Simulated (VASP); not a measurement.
Set up this calculation in VASP 6.6.1, as the native input.

```yaml
Task: single point
Functional: r2SCAN
Potentials_or_basis: VASP PAW PBE potentials, release 64 (Mg, S)
Cutoff: 520 eV
k_mesh: 8 × 8 × 8
Occupations: gaussian, width 0.01 eV
Spin: no spin polarisation
Dipole_correction: no
Further_INCAR_settings: ALGO = Normal; EDIFF = 1e-06; NBANDS = 11
```

MgS:

```
Mg S
1.0
     2.58864    2.58864    0.00000
    -2.58864    2.58864    0.00000
     0.00000    2.58864    2.60945
Mg S
1 1
Direct
  0.00000 0.00000 0.00000
  0.50000 0.50000 0.00000
```

This cell differs from its parent crystal: in-plane strain -0.005, then relaxed in part.

One way to write it, as run:

POSCAR

```
MgS
1.0
    2.5886417500      2.5886417500      0.0000000000
   -2.5886417500      2.5886417500      0.0000000000
    0.0000000000      2.5886417500      2.6094549500
Mg S
1 1
Direct
    0.0000000000      0.0000000000      0.0000000000
    0.5000000000      0.5000000000      0.0000000000
```

INCAR.step1

```
SYSTEM = MgS
  ALGO = Normal
  EDIFF = 1E-4
  ENCUT = 520
  GGA = PE
  ISMEAR = 0
  LASPH = .TRUE.
  LCHARG = .FALSE.
  LREAL = .FALSE.
  LWAVE = .TRUE.
  NBANDS = 11
  NELM = 60
  PREC = Accurate
  SIGMA = 0.01
```

INCAR.step2

```
SYSTEM = MgS
  ALGO = Normal
  EDIFF = 1E-6
  ENCUT = 520
  ISIF = 2
  ISMEAR = 0
  ISTART = 1
  LASPH = .TRUE.
  LCHARG = .FALSE.
  LMIXTAU = .TRUE.
  LREAL = .FALSE.
  LWAVE = .FALSE.
  METAGGA = R2SCAN
  NBANDS = 11
  NELM = 60
  PREC = Accurate
  SIGMA = 0.01
```

KPOINTS

```
k-points
0
G
  8 8 8
  0 0 0
```

Potentials or basis: VASP PAW PBE potentials, release 64 (Mg, S).

Run with:

```console
$ cat potpaw_PBE.64/Mg/POTCAR potpaw_PBE.64/S/POTCAR > POTCAR
$ cp INCAR.step1 INCAR
$ mpirun -np 1 vasp_std > vasp.out
$ cp INCAR.step2 INCAR
$ mpirun -np 1 vasp_std > vasp.out
```

It gave:

- Pressure: 0.1 GPa
- Band gap on the k mesh: 3.41 eV, indirect (least direct gap 4.65 eV)

Caveat: the cell differs from its parent crystal (in-plane strain -0.005, then relaxed in part); the PAW data sets were made with another functional, which shifts forces and pressure a little.

Wall time 57 s on 1 thread of Intel(R) Xeon(R) 6975P-C (Granite Rapids) (shared host), peak memory 0.17 GiB.
